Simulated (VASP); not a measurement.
Wanted: the native input for a VASP 6.6.1 run.

```yaml
Task: single point
Functional: r2SCAN
Potentials_or_basis: VASP PAW PBE potentials, release 64 (Bi_d)
Cutoff: 520 eV
k_mesh: 11 × 11 × 11
Occupations: fermi-dirac, width 0.1 eV
Spin: no spin polarisation
Dipole_correction: no
Further_INCAR_settings: ALGO = Normal; EDIFF = 1e-06; NBANDS = 14
```

Bi:

```
Bi
1.0
     3.33669    0.00000    0.00000
     0.00000    3.33669    0.00000
     0.00000    0.00000    3.33669
Bi
1
Cartesian
  0.0000 0.0000 0.0000
```

This isn't the form of Bi at room conditions, which is rhombohedral.

The input as run:

POSCAR

```
Bi
1.0
    3.3366859345      0.0000000000      0.0000000000
    0.0000000000      3.3366859345      0.0000000000
    0.0000000000      0.0000000000      3.3366859345
Bi
1
Direct
    0.0000000000      0.0000000000      0.0000000000
```

INCAR.step1

```
SYSTEM = Bi
PREC = Accurate
ENCUT = 520
ISMEAR = -1
SIGMA = 0.1
LREAL = .FALSE.
LASPH = .TRUE.
NELM = 100
NBANDS = 14
GGA = PE
ALGO = Normal
EDIFF = 1E-4
LWAVE = .TRUE.
LCHARG = .FALSE.
```

INCAR.step2

```
SYSTEM = Bi
PREC = Accurate
ENCUT = 520
EDIFF = 1E-6
ISMEAR = -1
SIGMA = 0.1
LREAL = .FALSE.
LASPH = .TRUE.
NELM = 100
ALGO = Normal
ISIF = 2
LWAVE = .FALSE.
LCHARG = .FALSE.
METAGGA = R2SCAN
LMIXTAU = .TRUE.
NBANDS = 14
ISTART = 1
```

KPOINTS

```
regular mesh
0
G
  11 11 11
  0 0 0
```

Potentials or basis: VASP PAW PBE potentials, release 64 (Bi_d).

The run is started by

```sh
$ cat potpaw_PBE.64/Bi_d/POTCAR > POTCAR
$ cp INCAR.step1 INCAR
$ mpirun -np 1 vasp_std > vasp.out
$ cp INCAR.step2 INCAR
$ mpirun -np 1 vasp_std > vasp.out
```

Results of the run:

```yaml
Pressure: -3.2 GPa
Band_gap_on_the_k_mesh: zero (an odd number of electrons rules out a gap without spin polarisation)
```

Caveat: the cell stands under tension; the PAW data sets were made with another functional, which shifts forces and pressure a little; spin-orbit coupling is left out, which moves the levels of the heavy elements.

Run time: 72 s on 1 thread of Intel(R) Xeon(R) 6975P-C (Granite Rapids), with other jobs on the host, peak memory 0.17 GiB.
